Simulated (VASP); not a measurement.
Write the native input for VASP 6.6.1 that does the following.

| Property | Result |
| --- | --- |
| Task | single point |
| Functional | PBE |
| Potentials or basis | VASP PAW PBE potentials, release 64 (Pb_d, Se) |
| Cutoff | 520 eV |
| k mesh | 4 × 4 × 4 |
| Occupations | gaussian, width 0.1 eV |
| Spin | no spin polarisation |
| Dipole correction | no |
| Further INCAR settings | ALGO = Normal; EDIFF = 1e-07; NBANDS = 28 |

The structure of PbSe lies in POSCAR:

```
PbSe
1.0
    4.9969590800      0.0000000000      0.0000000000
    0.0000000000      4.9969590800      0.0000000000
    0.0000000000      0.0000000000      7.0667672900
Pb Se
2 2
Direct
    0.5000000000      0.0000000000      0.7500000000
    0.0000000000      0.5000000000      0.2500000000
    0.0000000000      0.0000000000      0.0000000000
    0.5000000000      0.5000000000      0.0000000000
```

This cell differs from its parent crystal: atoms taken out.

One way to write it, as run:

INCAR

```
PREC = Accurate
ENCUT = 520
EDIFF = 1E-7
ISMEAR = 0
SIGMA = 0.1
LREAL = F
LASPH = T
NELM = 80
ALGO = Normal
ISIF = 2
LWAVE = F
LCHARG = F
GGA = PE
NBANDS = 28
```

KPOINTS

```
regular mesh
0
Gamma
  4 4 4
```

Potentials or basis: VASP PAW PBE potentials, release 64 (Pb_d, Se).

The run is started by

```console
$ cat potpaw_PBE.64/Pb_d/POTCAR potpaw_PBE.64/Se/POTCAR > POTCAR
$ mpirun -np 1 vasp_std > vasp.out
```

It gave:

```json
{
 "Pressure": "-2.3 GPa",
 "Largest force": "1.595 eV/Å",
 "Band gap on the k mesh": "zero (bands 20 and 21 overlap by 0.49 eV)"
}
```

Caveat: the cell differs from its parent crystal (atoms taken out); semilocal functionals underestimate gaps, so a narrow gap can read as zero; spin-orbit coupling is left out, which moves the levels of the heavy elements; forces of over 1 eV/Å act on the atoms, so gaps and moduli don't describe the material at rest.

Run time: 2.5 min on 1 thread of Intel Xeon 8259CL (shared host), peak memory 0.31 GiB.
